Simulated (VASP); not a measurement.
Here is a VASP 6.6.1 calculation.

Contents of POSCAR:

```
S
1.0
    3.0724470512      0.0000000000      0.0000000000
    0.0000000000      3.0724470512      0.0000000000
    0.0000000000      0.0000000000      3.0724470512
S
1
Direct
    0.0000000000      0.0000000000      0.0000000000
```

INCAR.step1

```
SYSTEM = S
  PREC = Accurate
  ENCUT = 600
  ISMEAR = 0
  SIGMA = 0.1
  LREAL = .False.
  LASPH = .True.
  NELM = 100
  GGA = PE
  ALGO = Normal
  EDIFF = 1E-4
  LWAVE = .True.
  LCHARG = .False.
```

Contents of INCAR.step2:

```
SYSTEM = S
  PREC = Accurate
  ENCUT = 600
  EDIFF = 1E-7
  ISMEAR = 0
  SIGMA = 0.1
  LREAL = .False.
  LASPH = .True.
  NELM = 100
  ALGO = Normal
  ISIF = 3
  LWAVE = .False.
  LCHARG = .False.
  METAGGA = R2SCAN
  LMIXTAU = .True.
  IBRION = 2
  NSW = 90
  EDIFFG = -0.04
  ISTART = 1
```

The input KPOINTS:

```
Automatic mesh
0
Gamma
  6 6 6
  0 0 0
```

Potentials or basis: VASP PAW PBE potentials, release 64 (S).

Run with:

```bash
$ cat potpaw_PBE.64/S/POTCAR > POTCAR
$ cp INCAR.step1 INCAR
$ mpirun -np 1 vasp_std > vasp.out
$ cp INCAR.step2 INCAR
$ mpirun -np 1 vasp_std > vasp.out
```

(1) Predict the space group after relaxing (to 0.1 Å).

(2) Predict the relaxed cell.

(3) Estimate the band gap on the k mesh.

Answers

(1) Pm-3m (No. 221).

(2) a = 2.552 Å, b = 2.552 Å, c = 2.552 Å, α = 90.00°, β = 90.00°, γ = 90.00°.

(3) zero (bands 3 and 4 overlap by 7.55 eV).
